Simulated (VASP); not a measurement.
Here is a VASP 6.6.1 calculation.

INCAR

```
PREC = Accurate
ENCUT = 520
EDIFF = 1E-6
ISMEAR = 0
SIGMA = 0.05
LREAL = F
LASPH = T
NELM = 80
ALGO = Normal
ISIF = 2
LWAVE = F
LCHARG = T
GGA = PE
LELF = T
LVHAR = T
NBANDS = 12
```

Contents of KPOINTS:

```
regular mesh
0
Gamma
  10 10 10
```

POSCAR

```
LiF
1.0
    2.5595330000      0.0000000000      0.0000000000
    0.0000000000      2.5595330000      0.0000000000
    0.0000000000      0.0000000000      2.5595330000
Li F
1 1
Direct
    0.0000000000      0.0000000000      0.0000000000
    0.4802627477      0.4802627477      0.4802627477
```

Potentials or basis: VASP PAW PBE potentials, release 64 (Li_sv, F).

The run is started by

```sh
$ cat potpaw_PBE.64/Li_sv/POTCAR potpaw_PBE.64/F/POTCAR > POTCAR
$ mpirun -np 1 vasp_std > vasp.out
```

(1) Estimate the band gap on the k mesh.

(2) Estimate the largest force.

Results:

(1) 7.51 eV, indirect (least direct gap 8.17 eV).

(2) 0.029 eV/Å.

Caveat: the cell differs from its parent crystal (all F atoms moved +0.087 Å, as atom 2 towards its neighbour atom 1 (Li) at 2.217 Å).
